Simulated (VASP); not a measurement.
A run of VASP 6.6.1 is set up as follows.

File INCAR:

```
ALGO = Fast ; EDIFF = 1E-7
ENCUT = 520 ; GGA = PE
ISIF = 2 ; ISMEAR = 0
LASPH = True ; LCHARG = True
LELF = True ; LREAL = False
LVHAR = True ; LWAVE = False
NBANDS = 39 ; NELM = 80
PREC = Accurate ; SIGMA = 0.1
```

File KPOINTS:

```
k-points
0
Gamma
  6 6 4
```

File POSCAR:

```
ScGa3As2
1.0
    3.9584166780     -0.0000000025      0.0000000000
   -1.9792083368      3.4280894031      0.0000000000
    0.0000000000      0.0000000000      9.2921241066
Sc Ga As
1 3 2
Direct
    0.0000000000      0.0000000000      0.0000000000
    0.3333333333      0.6666666667      0.6856295552
    0.6666666667      0.3333333333      0.3143704448
    0.0000000000      0.0000000000      0.5000000000
    0.3333333333      0.6666666667      0.1726943453
    0.6666666667      0.3333333333      0.8273056547
```

Potentials or basis: VASP PAW PBE potentials, release 64 (Sc_sv, Ga_d, As).

Run with:

```console
$ cat potpaw_PBE.64/Sc_sv/POTCAR potpaw_PBE.64/Ga_d/POTCAR potpaw_PBE.64/As/POTCAR > POTCAR
$ mpirun -np 1 vasp_std > vasp.out
```

Question: Predict the band gap on the k mesh.

Answer: Zero (band 30 reaches 5.93 eV, above the bottom of band 31 at 4.97 eV).

Question: What does it give for the pressure?

Answer: 0.2 GPa.

Forces in eV/Å, atoms in the order of the input:
```
Sc   0.000  0.000  0.000
Ga   0.000  0.000 -0.008
Ga   0.000  0.000  0.008
Ga   0.000  0.000  0.000
As   0.000  0.000 -0.012
As   0.000  0.000  0.012
```
